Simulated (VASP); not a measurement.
# MnS (P6_3mc) in VASP: single point with PBE+U

Aim: the single point of MnS with PBE+U.

Everything below comes from runs of VASP 6.6.1. Logs are shortened: lines on timing, memory, paths and dates and some standing lists are left out, and cuts for length are marked.

## 1. The cell of the first run

It takes space group P6_3mc (No. 186, hexagonal). The conventional cell has a = 3.976 Å, b = 3.976 Å, c = 6.432 Å, α = 90.00°, β = 90.00°, γ = 120.00°. Mn (site symmetry 3m) has 4 S at 2.41 to 2.48 Å within 3.2 Å. S (site symmetry 3m) has 4 Mn at 2.41 to 2.48 Å within 3.2 Å.

## 2. Single point, PBE+U, collinear spin, ferromagnetic start

INCAR

```
PREC = Accurate
ENCUT = 520
EDIFF = 1E-6
ISMEAR = 0
SIGMA = 0.05
LREAL = F
LASPH = T
NELM = 150
ALGO = Normal
ISIF = 2
LWAVE = F
LCHARG = F
ISPIN = 2
MAGMOM = 5 5 0 0
LORBIT = 11
LMAXMIX = 4
LDAU = T
LDAUTYPE = 2
LDAUL = 2 -1
LDAUU = 3.9 0
LDAUJ = 0 0
LDAUPRINT = 1
GGA = PE
NBANDS = 31
```

KPOINTS

```
Automatic mesh
0
Gamma
  4 4 2
```

POSCAR

```
MnS
1.0
    3.9760000000      0.0000000000      0.0000000000
   -1.9880000000      3.4433170054      0.0000000000
    0.0000000000      0.0000000000      6.4320000000
Mn S
2 2
Direct
    0.3333333333      0.6666666667      0.0000000000
    0.6666666667      0.3333333333      0.5000000000
    0.3333333333      0.6666666667      0.3850000000
    0.6666666667      0.3333333333      0.8850000000
```

Potentials or basis: VASP PAW PBE potentials, release 64 (Mn_pv, S).

Run with:

```
$ cat potpaw_PBE.64/Mn_pv/POTCAR potpaw_PBE.64/S/POTCAR > POTCAR
$ mpirun -np 1 vasp_std > vasp.out
```

OUTCAR:

```text
PREC = Accurate
   ENCUT = 520
   EDIFF = 1E-6
   ISMEAR = 0
   LREAL = F
   LASPH = T
   NELM = 150
   ISIF = 2
   ISPIN = 2
   LORBIT = 11
   GGA = PE

 ion  position               nearest neighbor table
   1  0.333  0.667  0.000-   4 2.41   4 2.41   4 2.41   3 2.48
   2  0.667  0.333  0.500-   3 2.41   3 2.41   3 2.41   4 2.48
   3  0.333  0.667  0.385-   2 2.41   2 2.41   2 2.41   1 2.48
   4  0.667  0.333  0.885-   1 2.41   1 2.41   1 2.41   2 2.48

  LATTYP: Found a hexagonal cell.
 ALAT       =     3.9760000000
 C/A-ratio  =     1.6177062374

  Lattice vectors:

 A1 = (   3.9760000000,   0.0000000000,   0.0000000000)
 A2 = (  -1.9880000000,   3.4433170054,   0.0000000000)
 A3 = (   0.0000000000,   0.0000000000,   6.4320000000)

Analysis of symmetry for initial positions (statically):
=====================================================================
 Subroutine PRICEL returns:
 Original cell was already a primitive cell.

 Routine SETGRP: Setting up the symmetry group for a
 hexagonal supercell.

 Subroutine GETGRP returns: Found 12 space group operations
 (whereof  6 operations were pure point group operations)
 out of a pool of 24 trial point group operations.

The static configuration has the point symmetry C_3v.
 The point group associated with its full space group is C_6v.

Analysis of symmetry for dynamics (positions and initial velocities):
=====================================================================
 Subroutine PRICEL returns:
 Original cell was already a primitive cell.

 Routine SETGRP: Setting up the symmetry group for a
 hexagonal supercell.

 Subroutine GETGRP returns: Found 12 space group operations
 (whereof  6 operations were pure point group operations)
 out of a pool of 24 trial point group operations.

The dynamic configuration has the point symmetry C_3v.
 The point group associated with its full space group is C_6v.

Analysis of structural, dynamic, and magnetic symmetry:
=====================================================================
 Subroutine PRICEL returns:
 Original cell was already a primitive cell.

 Routine SETGRP: Setting up the symmetry group for a
 hexagonal supercell.

 Subroutine GETGRP returns: Found 12 space group operations
 (whereof  6 operations were pure point group operations)
 out of a pool of 24 trial point group operations.

The overall configuration has the point symmetry C_3v.
 The point group associated with its full space group is C_6v.

 Subroutine INISYM returns: Found 12 space group operations
 (whereof  6 operations are pure point group operations),
 and found     1 'primitive' translations

----------------------------------------------------------------------------------------

                                     Primitive cell

  volume of cell :      88.0581

  direct lattice vectors                    reciprocal lattice vectors
     3.976000000  0.000000000  0.000000000     0.251509054  0.145208820  0.000000000
    -1.988000000  3.443317005  0.000000000     0.000000000  0.290417640  0.000000000
     0.000000000  0.000000000  6.432000000     0.000000000  0.000000000  0.155472637
[... 139 lines left out ...]
  o =  0.0168  v =  0.0000  0.0000  0.0000  0.0000  0.0000  0.5192  0.0000 -0.0000 -0.8547 -0.0000      0.0000  0.0000  0.0000  0.0000  0.0000  0.0000  0.0000  0.0000  0.0000  0.0000
  o =  0.0588  v =  0.0000  0.0000  0.0000  0.0000  0.0000 -0.0000 -0.0000 -1.0000 -0.0000 -0.0000      0.0000  0.0000  0.0000  0.0000  0.0000  0.0000  0.0000  0.0000  0.0000  0.0000
  o =  0.0602  v =  0.0000  0.0000  0.0000  0.0000  0.0000 -0.0000 -0.5192  0.0000 -0.0000 -0.8547      0.0000  0.0000  0.0000  0.0000  0.0000  0.0000  0.0000  0.0000  0.0000  0.0000
  o =  0.0602  v =  0.0000  0.0000  0.0000  0.0000  0.0000  0.8547 -0.0000  0.0000  0.5192 -0.0000      0.0000  0.0000  0.0000  0.0000  0.0000  0.0000  0.0000  0.0000  0.0000  0.0000
  o =  0.9329  v =  0.0000  0.8447 -0.0000 -0.0000 -0.5352  0.0000  0.0000  0.0000  0.0000  0.0000      0.0000  0.0000  0.0000  0.0000  0.0000  0.0000  0.0000  0.0000  0.0000  0.0000
  o =  0.9329  v = -0.5352  0.0000 -0.0000  0.8447 -0.0000  0.0000  0.0000  0.0000  0.0000  0.0000      0.0000  0.0000  0.0000  0.0000  0.0000  0.0000  0.0000  0.0000  0.0000  0.0000
  o =  0.9392  v =  0.0000 -0.5352 -0.0000  0.0000 -0.8447  0.0000  0.0000  0.0000  0.0000  0.0000      0.0000  0.0000  0.0000  0.0000  0.0000  0.0000  0.0000  0.0000  0.0000  0.0000
  o =  0.9392  v =  0.8447  0.0000  0.0000  0.5352  0.0000  0.0000  0.0000  0.0000  0.0000  0.0000      0.0000  0.0000  0.0000  0.0000  0.0000  0.0000  0.0000  0.0000  0.0000  0.0000
  o =  0.9406  v = -0.0000  0.0000 -1.0000 -0.0000  0.0000  0.0000  0.0000  0.0000  0.0000  0.0000      0.0000  0.0000  0.0000  0.0000  0.0000  0.0000  0.0000  0.0000  0.0000  0.0000

atom =   2  type =  1  l = 2

 onsite density matrix

spin component  1

  0.9374  0.0000  0.0000 -0.0028  0.0000
  0.0000  0.9347  0.0000 -0.0000 -0.0028
  0.0000  0.0000  0.9406 -0.0000 -0.0000
 -0.0028 -0.0000 -0.0000  0.9347  0.0000
  0.0000 -0.0028 -0.0000  0.0000  0.9374

spin component  2

  0.0485 -0.0000 -0.0000 -0.0193 -0.0000
 -0.0000  0.0285  0.0000 -0.0000 -0.0193
 -0.0000  0.0000  0.0588  0.0000 -0.0000
 -0.0193 -0.0000  0.0000  0.0285 -0.0000
 -0.0000 -0.0193 -0.0000 -0.0000  0.0485

 occupancies and eigenvectors

  o =  0.0168  v =  0.0000  0.0000  0.0000  0.0000  0.0000  0.0000  0.8547  0.0000  0.0000  0.5192      0.0000  0.0000  0.0000  0.0000  0.0000  0.0000  0.0000  0.0000  0.0000  0.0000
  o =  0.0168  v =  0.0000  0.0000  0.0000  0.0000  0.0000  0.5192 -0.0000 -0.0000  0.8547 -0.0000      0.0000  0.0000  0.0000  0.0000  0.0000  0.0000  0.0000  0.0000  0.0000  0.0000
  o =  0.0588  v =  0.0000  0.0000  0.0000  0.0000  0.0000  0.0000 -0.0000  1.0000 -0.0000  0.0000      0.0000  0.0000  0.0000  0.0000  0.0000  0.0000  0.0000  0.0000  0.0000  0.0000
  o =  0.0602  v =  0.0000  0.0000  0.0000  0.0000  0.0000 -0.0000  0.5192  0.0000  0.0000 -0.8547      0.0000  0.0000  0.0000  0.0000  0.0000  0.0000  0.0000  0.0000  0.0000  0.0000
  o =  0.0602  v =  0.0000  0.0000  0.0000  0.0000  0.0000  0.8547  0.0000  0.0000 -0.5192 -0.0000      0.0000  0.0000  0.0000  0.0000  0.0000  0.0000  0.0000  0.0000  0.0000  0.0000
  o =  0.9329  v =  0.0000  0.8447  0.0000  0.0000  0.5352  0.0000  0.0000  0.0000  0.0000  0.0000      0.0000  0.0000  0.0000  0.0000  0.0000  0.0000  0.0000  0.0000  0.0000  0.0000
  o =  0.9329  v =  0.5352 -0.0000 -0.0000  0.8447 -0.0000  0.0000  0.0000  0.0000  0.0000  0.0000      0.0000  0.0000  0.0000  0.0000  0.0000  0.0000  0.0000  0.0000  0.0000  0.0000
  o =  0.9392  v = -0.0000  0.5352 -0.0000  0.0000 -0.8447  0.0000  0.0000  0.0000  0.0000  0.0000      0.0000  0.0000  0.0000  0.0000  0.0000  0.0000  0.0000  0.0000  0.0000  0.0000
  o =  0.9392  v =  0.8447  0.0000 -0.0000 -0.5352 -0.0000  0.0000  0.0000  0.0000  0.0000  0.0000      0.0000  0.0000  0.0000  0.0000  0.0000  0.0000  0.0000  0.0000  0.0000  0.0000
  o =  0.9406  v =  0.0000  0.0000  1.0000 -0.0000 -0.0000  0.0000  0.0000  0.0000  0.0000  0.0000      0.0000  0.0000  0.0000  0.0000  0.0000  0.0000  0.0000  0.0000  0.0000  0.0000

 number of electron      37.9999996 magnetization       9.9999998

 Free energy of the ion-electron system (eV)
  ---------------------------------------------------
  ext. energy  EPLUGINS =         0.00000000
  ---------------------------------------------------
  free energy    TOTEN  =       -25.89681248 eV

  energy without entropy =      -25.89681248  energy(sigma->0) =      -25.89681248

 E-fermi :   4.4794     XC(G=0):  -9.2629

 val. band max:        4.2119262348   @ k =   0.0000   0.0000   0.0000
 cond. band min:       5.6562637252   @ k =   0.0000   0.0000   0.0000
 fundamental gap:      1.4443374904
 Fermi energy:         4.4793885906

 spin component 1

 k-point     1 :       0.0000    0.0000    0.0000
  band No.  band energies     occupation
      1     -46.3852      1.00000
      2     -46.3820      1.00000
      3     -46.3705      1.00000
      4     -46.3705      1.00000
      5     -46.3700      1.00000
      6     -46.3700      1.00000
[... 261 lines left out ...]
     30      10.6994      0.00000
     31      12.0501      0.00000
 Fermi energy:         4.4793885906

 spin component 2

 k-point     1 :       0.0000    0.0000    0.0000
  band No.  band energies     occupation
      1     -41.5364      1.00000
      2     -41.5318      1.00000
      3     -41.5264      1.00000
      4     -41.5264      1.00000
      5     -41.5256      1.00000
      6     -41.5256      1.00000
[... 261 lines left out ...]
     30      12.0743      0.00000
     31      13.2919      0.00000

------------------------ aborting loop because EDIFF is reached ----------------------------------------

  FORCE on cell =-STRESS in cart. coord.  units (eV):
  Direction    XX          YY          ZZ          XY          YZ          ZX
  --------------------------------------------------------------------------------------
  -------------------------------------------------------------------------------------
  Total        3.2690891      3.2690891      1.7462426     -0.0000000      0.0000000      0.0000000
  in kB       59.4795839     59.4795839     31.7720876     -0.0000000      0.0000000      0.0000000
  external PRESSURE =      50.2437518 kB  Pullay stress =       0.0000000 kB

 VOLUME and BASIS-vectors are now :
 -----------------------------------------------------------------------------
  energy-cutoff  :      520.00
  volume of cell :       88.06
      direct lattice vectors                 reciprocal lattice vectors
     3.976000000  0.000000000  0.000000000     0.251509054  0.145208820  0.000000000
    -1.988000000  3.443317005  0.000000000     0.000000000  0.290417640  0.000000000
     0.000000000  0.000000000  6.432000000     0.000000000  0.000000000  0.155472637

 POSITION                                       TOTAL-FORCE (eV/Angst)
 -----------------------------------------------------------------------------------
     -0.00000      2.29554      0.00000        -0.000000      0.000000      0.231979
      1.98800      1.14777      3.21600         0.000000      0.000000      0.231979
     -0.00000      2.29554      2.47632        -0.000000     -0.000000     -0.231979
      1.98800      1.14777      5.69232         0.000000      0.000000     -0.231979
 -----------------------------------------------------------------------------------
    total drift:                               -0.000001     -0.000000      0.000485

  FREE ENERGIE OF THE ION-ELECTRON SYSTEM (eV)
  ---------------------------------------------------
  free  energy   TOTEN  =       -25.8968124814 eV

  energy  without entropy=      -25.8968124814  energy(sigma->0) =      -25.89681248

 total charge

# of ion       s       p       d       tot
------------------------------------------
    1        0.263   6.217   4.879  11.359
    2        0.263   6.217   4.879  11.359
    3        1.311   2.493   0.000   3.804
    4        1.311   2.493   0.000   3.804
--------------------------------------------------
tot          3.149  17.420   9.759  30.327

 magnetization (x)

# of ion       s       p       d       tot
------------------------------------------
    1        0.047   0.061   4.463   4.570
    2        0.047   0.061   4.463   4.570
    3        0.006   0.028   0.000   0.035
    4        0.006   0.028   0.000   0.035
--------------------------------------------------
tot          0.106   0.178   8.925   9.209
```

It took 78 s on 1 thread of AMD EPYC 7R43 (Zen 3), shared host; peak memory 0.19 GiB.

Results:

```
Free energy                                           : -25.8968 eV
Pressure                                              : 5.0 GPa
Largest force                                         : 0.232 eV/Å
Band gap on the k mesh                                : 1.44 eV
Net moment                                            : 10.00 μB per cell
Site moments                                          : Mn +4.57; S +0.04 μB
Valence electrons inside the program's atomic spheres : Mn 11.36; S 3.80
```

Forces on the atoms (eV/Å):
```
Mn   0.000  0.000  0.232
Mn   0.000  0.000  0.232
S    0.000  0.000 -0.232
S    0.000  0.000 -0.232
```

Levels at points of the mesh, in eV from the valence-band top:
Spin up:
```tsv
k point	band 21	band 22	band 23	band 24	band 25	band 26	band 27	band 28
(0.00, 0.00, 0.00)	-0.88	-0.15	0.00	0.00	1.44	2.95	6.06	6.06
(0.50, 0.00, 0.00)	-3.06	-2.42	-1.52	-1.05	3.64	3.96	4.49	6.62
(0.00, 0.00, 0.50)	-0.46	-0.46	-0.46	-0.46	3.03	3.03	5.92	5.92
(0.50, 0.00, 0.50)	-1.74	-1.74	-1.57	-1.57	3.30	3.30	5.17	5.17
```
Spin down:
```csv
k point,band 10,band 11,band 12,band 13,band 14,band 15,band 16,band 17,band 18,band 19
"(0.00, 0.00, 0.00)",-2.70,-2.70,-2.59,-2.59,-2.39,2.34,2.41,2.41,2.63,3.06
"(0.50, 0.00, 0.00)",-4.15,-3.52,-2.94,-2.79,-2.57,1.50,1.90,2.34,2.71,2.78
"(0.00, 0.00, 0.50)",-3.77,-2.65,-2.65,-2.65,-2.65,2.81,2.81,2.81,2.81,3.54
"(0.50, 0.00, 0.50)",-4.72,-2.76,-2.76,-2.76,-2.76,1.95,1.95,2.65,2.65,2.98
```

Eigenvalues of the final occupation matrices:
| site | spin | trace | eigenvalues |
| --- | --- | --- | --- |
| site 1 d | 1 | 4.68 | 0.93 0.93 0.94 0.94 0.94 |
| site 1 d | 2 | 0.21 | 0.02 0.02 0.06 0.06 0.06 |
| site 2 d | 1 | 4.68 | 0.93 0.93 0.94 0.94 0.94 |
| site 2 d | 2 | 0.21 | 0.02 0.02 0.06 0.06 0.06 |

Caveat: the k points lie up to 0.49 Å⁻¹ apart; the run started ferromagnetic, and an antiferromagnetic order may lie lower in energy. A k mesh can miss the band edges.
